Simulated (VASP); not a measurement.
# Fe (Im-3m) in VASP: single point with PBE

Aim: the single point of Fe with PBE.

Program: VASP 6.6.1. These are calculated values, not measurements. Logs are shortened: lines on timing, memory, paths and dates and some standing lists are left out, and cuts for length are marked.

## (1) The cell of the first run

The structure is cubic, space group Im-3m (No. 229). The conventional cell has a = 2.831 Å, b = 2.831 Å, c = 2.831 Å, α = 90.00°, β = 90.00°, γ = 90.00°. Within 3.2 Å of Fe (site symmetry m-3m) lie 14 Fe at 2.45 to 2.83 Å.

## (2) Single point, PBE, collinear spin, ferromagnetic start

File INCAR:

```
PREC = Accurate ; ENCUT = 520
EDIFF = 1E-6 ; ISMEAR = -1
SIGMA = 0.05 ; LREAL = F
LASPH = T ; NELM = 150
ALGO = Normal ; ISIF = 2
LWAVE = F ; LCHARG = F
ISPIN = 2 ; MAGMOM = 2.5
LORBIT = 11 ; LMAXMIX = 4
GGA = PE ; NBANDS = 14
```

File KPOINTS:

```
Automatic mesh
0
Gamma
  25 25 25
```

File POSCAR:

```
Fe
1.0
   -1.4153672363      1.4153672363      1.4153672363
    1.4153672363     -1.4153672363      1.4153672363
    1.4153672363      1.4153672363     -1.4153672363
Fe
1
Direct
    0.0000000000      0.0000000000      0.0000000000
```

Potentials or basis: VASP PAW PBE potentials, release 64 (Fe).

Run with:

```
cat potpaw_PBE.64/Fe/POTCAR > POTCAR
mpirun -np 1 vasp_std > vasp.out
```

OUTCAR:

```text
PREC = Accurate
   ENCUT = 520
   EDIFF = 1E-6
   ISMEAR = -1
   LREAL = F
   LASPH = T
   NELM = 150
   ISIF = 2
   ISPIN = 2
   LORBIT = 11
   GGA = PE

 ion  position               nearest neighbor table
   1  0.000  0.000  0.000-

  LATTYP: Found a body centered cubic cell.
 ALAT       =     2.8307344726

  Lattice vectors:

 A1 = (  -1.4153672363,   1.4153672363,   1.4153672363)
 A2 = (   1.4153672363,  -1.4153672363,   1.4153672363)
 A3 = (   1.4153672363,   1.4153672363,  -1.4153672363)

Analysis of symmetry for initial positions (statically):
=====================================================================
 Subroutine PRICEL returns:
 Original cell was already a primitive cell.

 Routine SETGRP: Setting up the symmetry group for a
 body centered cubic supercell.

 Subroutine GETGRP returns: Found 48 space group operations
 (whereof 48 operations were pure point group operations)
 out of a pool of 48 trial point group operations.

The static configuration has the point symmetry O_h .

Analysis of symmetry for dynamics (positions and initial velocities):
=====================================================================
 Subroutine PRICEL returns:
 Original cell was already a primitive cell.

 Routine SETGRP: Setting up the symmetry group for a
 body centered cubic supercell.

 Subroutine GETGRP returns: Found 48 space group operations
 (whereof 48 operations were pure point group operations)
 out of a pool of 48 trial point group operations.

The dynamic configuration has the point symmetry O_h .

Analysis of structural, dynamic, and magnetic symmetry:
=====================================================================
 Subroutine PRICEL returns:
 Original cell was already a primitive cell.

 Routine SETGRP: Setting up the symmetry group for a
 body centered cubic supercell.

 Subroutine GETGRP returns: Found 48 space group operations
 (whereof 48 operations were pure point group operations)
 out of a pool of 48 trial point group operations.

The overall configuration has the point symmetry O_h .

 Subroutine INISYM returns: Found 48 space group operations
 (whereof 48 operations are pure point group operations),
 and found     1 'primitive' translations

----------------------------------------------------------------------------------------

                                     Primitive cell

  volume of cell :      11.3414

  direct lattice vectors                    reciprocal lattice vectors
    -1.415367236  1.415367236  1.415367236     0.000000000  0.353265207  0.353265207
     1.415367236 -1.415367236  1.415367236     0.353265207  0.000000000  0.353265207
     1.415367236  1.415367236 -1.415367236     0.353265207  0.353265207  0.000000000

  length of vectors
     2.451487965  2.451487965  2.451487965     0.499592447  0.499592447  0.499592447

  position of ions in fractional coordinates (direct lattice)
     0.000000000  0.000000000  0.000000000

  ion indices of the primitive-cell ions
   primitive index   ion index
                 1           1

----------------------------------------------------------------------------------------

 KPOINTS: Automatic mesh

Automatic generation of k-mesh.
 Grid dimensions read from file:
 generate k-points for:   25   25   25

 Generating k-lattice:

  Cartesian coordinates                     Fractional coordinates (reciprocal lattice)
     0.000000000  0.014130608  0.014130608     0.040000000  0.000000000  0.000000000
     0.014130608  0.000000000  0.014130608     0.000000000  0.040000000  0.000000000
     0.014130608  0.014130608  0.000000000     0.000000000  0.000000000  0.040000000

  Length of vectors
     0.019983698  0.019983698  0.019983698

  Shift w.r.t. Gamma in fractional coordinates (k-lattice)
     0.000000000  0.000000000  0.000000000

 Subroutine IBZKPT returns following result:
 ===========================================

 Found    455 irreducible k-points:

 Following reciprocal coordinates:
            Coordinates               Weight
  0.000000  0.000000  0.000000      1.000000
  0.040000  0.000000  0.000000     12.000000
  0.080000  0.000000  0.000000     12.000000
  0.120000  0.000000  0.000000     12.000000
  0.160000  0.000000  0.000000     12.000000
  0.200000  0.000000  0.000000     12.000000
[... 16 lines left out ...]
  0.400000  0.040000  0.000000     48.000000
  0.440000  0.040000  0.000000     48.000000
 [... further k-points ...]
   k-points           NKPTS =    455   k-points in BZ     NKDIM =    455   number of bands    NBANDS=     14
   number of dos      NEDOS =    301   number of ions     NIONS =      1
   total plane-waves  NPLWV =   5832
   dimension x,y,z NGX =    18 NGY =   18 NGZ =   18
   dimension x,y,z NGXF=    36 NGYF=   36 NGZF=   36
   ions per type =               1
   NGX,Y,Z   is equivalent  to a cutoff of  12.21, 12.21, 12.21 a.u.
   NGXF,Y,Z  is equivalent  to a cutoff of  24.41, 24.41, 24.41 a.u.
 SYSTEM =  unknown system
   PREC   = accura    normal or accurate (medium, high low for compatibility)
   ISTART =      0    job   : 0-new  1-cont  2-samecut
   ICHARG =      2    charge: 1-file 2-atom 10-const
   ISPIN  =      2    spin polarized calculation?
   LNONCOLLINEAR =      F non collinear calculations
   LSORBIT =      F    spin-orbit coupling
   LASPH  =      T    aspherical Exc in radial PAW
   ENCUT  =  520.0 eV  38.22 Ry    6.18 a.u.   4.56  4.56  4.56*2*pi/ulx,y,z
   NELM   =    150;   NELMIN=  2; NELMDL= -5     # of ELM steps
   EDIFF  = 0.1E-05   stopping-criterion for ELM
   LREAL  =      F    real-space projection
   EDIFFG = 0.1E-04   stopping-criterion for IOM
   NSW    =      0    number of steps for IOM
   IBRION =     -1    ionic relax: 0-MD 1-quasi-New 2-CG
   NFREE  =      0    steps in history (QN), initial steepest desc. (CG)
   ISIF   =      2    stress and relaxation
   ISYM   =      2    0-nonsym 1-usesym 2-fastsym
   POTIM  = 0.5000    time-step for ionic-motion
   TEBEG  =    0.0;   TEEND  =   0.0 temperature during run
   PSTRESS=    0.0 pullay stress
   NELECT =       8.0000    total number of electrons
   NUPDOWN=      -1.0000    fix difference up-down
   EMIN   =  10.00;   EMAX   =-10.00  energy-range for DOS
   EFERMI =   0.00;   METHOD = LEGACY
   ISMEAR =    -1;   SIGMA  =   0.05  broadening in eV -4-tet -1-fermi 0-gaus
   EFERMI_NEDOS =   21; number of points for ismear=-14 and -15
   IALGO  =     38    algorithm
   IMIX   =      4    mixing-type and parameters
     AMIX     =   0.40;   BMIX     =  1.00
     AMIX_MAG =   1.60;   BMIX_MAG =  1.00
  volume/ion in A,a.u.               =      11.34        76.54
  Fermi-wavevector in a.u.,A,eV,Ry     =   1.457300  2.753898 28.895018  2.123724
  Thomas-Fermi vector in A             =   2.574118
   LORBIT       =     11    0 simple, 1 ext, 2 COOP (PROOUT), +10 PAW based schemes
   GGA     = PE    functional components
   LHFCALC =     F    Hartree Fock is set to
   AEXX    =    0.0000 exact exchange contribution
   IVDW    =     0    specifies the selected vdW correction
   LEPSILON=     F    determine dielectric tensor
   LRPA    =     F    only Hartree local field effects (RPA)
 spin polarized calculation
  energy-cutoff  :      520.00
  volume of cell :       11.34
 maximum number of plane-waves:       321
   NGX =  9   NGY =  9   NGZ =  9

 number of electron       8.0000009 magnetization       2.1780511

 Free energy of the ion-electron system (eV)
  ---------------------------------------------------
  ext. energy  EPLUGINS =         0.00000000
  ---------------------------------------------------
  free energy    TOTEN  =        -8.24669350 eV

  energy without entropy =       -8.23851290  energy(sigma->0) =       -8.24260320

 E-fermi :   5.8375     XC(G=0): -13.1270

 val. band max:        5.8361122602   @ k =  -0.4400  -0.4400   0.1200
 cond. band min:       5.8436165429   @ k =   0.4000   0.0400   0.0400
 fundamental gap:      0.0075042827
 Fermi energy:         5.8375069719

 spin component 1

 k-point     1 :       0.0000    0.0000    0.0000
  band No.  band energies     occupation
      1      -2.6013      1.00000
      2       3.5396      1.00000
      3       3.5396      1.00000
      4       3.5396      1.00000
      5       4.7502      1.00000
      6       4.7502      1.00000
      7      30.8798      0.00000
      8      30.8798      0.00000
      9      30.8798      0.00000
     10      35.9727      0.00000
     11      35.9727      0.00000
     12      38.2887      0.00000
     13      38.2887      0.00000
     14      38.2887      0.00000

 k-point     2 :       0.0400    0.0000    0.0000
  band No.  band energies     occupation
      1      -2.5347      1.00000
      2       3.5213      1.00000
      3       3.5386      1.00000
      4       3.5755      1.00000
      5       4.7314      1.00000
      6       4.7516      1.00000
      7      30.4124      0.00000
      8      30.7868      0.00000
      9      30.8305      0.00000
     10      35.6261      0.00000
     11      36.2233      0.00000
     12      36.9953      0.00000
     13      37.1517      0.00000
     14      38.4682      0.00000
[... 343 lines left out ...]
      1       0.9360      1.00000
      2       2.5238      1.00000
      3       4.6485      1.00000
      4       4.8669      1.00000
      5       5.3882      0.99987
      6       6.2990      0.00010
      7      14.6307      0.00000
      8      24.2516      0.00000
      9      26.1991      0.00000
     10      29.7856      0.00000
     11      33.4995      0.00000
     12      39.9085      0.00000
     13      42.6915      0.00000
     14      48.5745      0.00000

 k-point    24 :       0.4400    0.0400    0.0000
  band No.  band energies     occupation
      1       0.9463      1.00000
      2       2.4775      1.00000
      3       4.7700      1.00000
      4       4.8671      1.00000
      5       5.7481      0.85671
      6       6.6664      0.00000
      7      13.6120      0.00000
      8      24.0234      0.00000
      9      25.8772      0.00000
     10      29.7351      0.00000
     11      33.5115      0.00000
     12      40.0440      0.00000
     13      43.9567      0.00000
     14      47.0292      0.00000

 [... further k-points ...]

 spin component 2

 k-point     1 :       0.0000    0.0000    0.0000
  band No.  band energies     occupation
      1      -2.4351      1.00000
      2       5.4340      0.99969
      3       5.4342      0.99969
      4       5.4342      0.99969
      5       7.4947      0.00000
      6       7.4949      0.00000
      7      30.6291      0.00000
      8      30.6291      0.00000
      9      30.6291      0.00000
     10      36.1726      0.00000
     11      36.1727      0.00000
     12      38.9377      0.00000
     13      38.9378      0.00000
     14      38.9378      0.00000

 k-point     2 :       0.0400    0.0000    0.0000
  band No.  band energies     occupation
      1      -2.3681      1.00000
      2       5.4120      0.99980
      3       5.4307      0.99971
      4       5.4731      0.99932
      5       7.4700      0.00000
      6       7.4963      0.00000
      7      30.2388      0.00000
      8      30.5567      0.00000
      9      30.6057      0.00000
     10      35.9017      0.00000
     11      36.4473      0.00000
     12      37.8296      0.00000
     13      37.9366      0.00000
     14      39.0954      0.00000
[... 343 lines left out ...]
      1       2.0618      1.00000
      2       4.2277      1.00000
      3       5.7857      0.73824
      4       7.3152      0.00000
      5       7.7618      0.00000
      6       8.2989      0.00000
      7      15.7733      0.00000
      8      24.3737      0.00000
      9      26.7823      0.00000
     10      30.2164      0.00000
     11      34.1481      0.00000
     12      40.0291      0.00000
     13      42.9637      0.00000
     14      49.2295      0.00000

 k-point    24 :       0.4400    0.0400    0.0000
  band No.  band energies     occupation
      1       2.1866      1.00000
      2       4.1736      1.00000
      3       6.1553      0.00173
      4       7.3367      0.00000
      5       7.8004      0.00000
      6       8.4930      0.00000
      7      14.8971      0.00000
      8      24.1366      0.00000
      9      26.4420      0.00000
     10      30.1830      0.00000
     11      34.1733      0.00000
     12      40.1074      0.00000
     13      44.2461      0.00000
     14      47.6723      0.00000

 [... further k-points ...]

------------------------ aborting loop because EDIFF is reached ----------------------------------------

  FORCE on cell =-STRESS in cart. coord.  units (eV):
  Direction    XX          YY          ZZ          XY          YZ          ZX
  --------------------------------------------------------------------------------------
  -------------------------------------------------------------------------------------
  Total       -0.0248395     -0.0248395     -0.0248395      0.0000000      0.0000000      0.0000000
  in kB       -3.5090209     -3.5090209     -3.5090209      0.0000000      0.0000000      0.0000000
  external PRESSURE =      -3.5090209 kB  Pullay stress =       0.0000000 kB

 VOLUME and BASIS-vectors are now :
 -----------------------------------------------------------------------------
  energy-cutoff  :      520.00
  volume of cell :       11.34
      direct lattice vectors                 reciprocal lattice vectors
    -1.415367236  1.415367236  1.415367236     0.000000000  0.353265207  0.353265207
     1.415367236 -1.415367236  1.415367236     0.353265207  0.000000000  0.353265207
     1.415367236  1.415367236 -1.415367236     0.353265207  0.353265207  0.000000000

 POSITION                                       TOTAL-FORCE (eV/Angst)
 -----------------------------------------------------------------------------------
      0.00000      0.00000      0.00000         0.000000      0.000000     -0.000000
 -----------------------------------------------------------------------------------
    total drift:                                0.000000     -0.000000      0.000000

  FREE ENERGIE OF THE ION-ELECTRON SYSTEM (eV)
  ---------------------------------------------------
  free  energy   TOTEN  =        -8.2466934997 eV

  energy  without entropy=       -8.2385129017  energy(sigma->0) =       -8.24260320

 total charge

# of ion       s       p       d       tot
------------------------------------------
    1        0.488   0.543   6.241   7.271

 magnetization (x)

# of ion       s       p       d       tot
------------------------------------------
    1       -0.013  -0.055   2.244   2.175
```

Run time: 62 s. Hardware: 1 thread of AMD EPYC 9R45 (Zen 5), shared host; peak memory 0.18 GiB.

Results:

* Free energy: -8.2467 eV
* Pressure: -0.4 GPa
* Net moment: 2.18 μB per cell
* Site moments: Fe +2.17 μB
* Valence electrons inside the program's atomic spheres: Fe 7.27
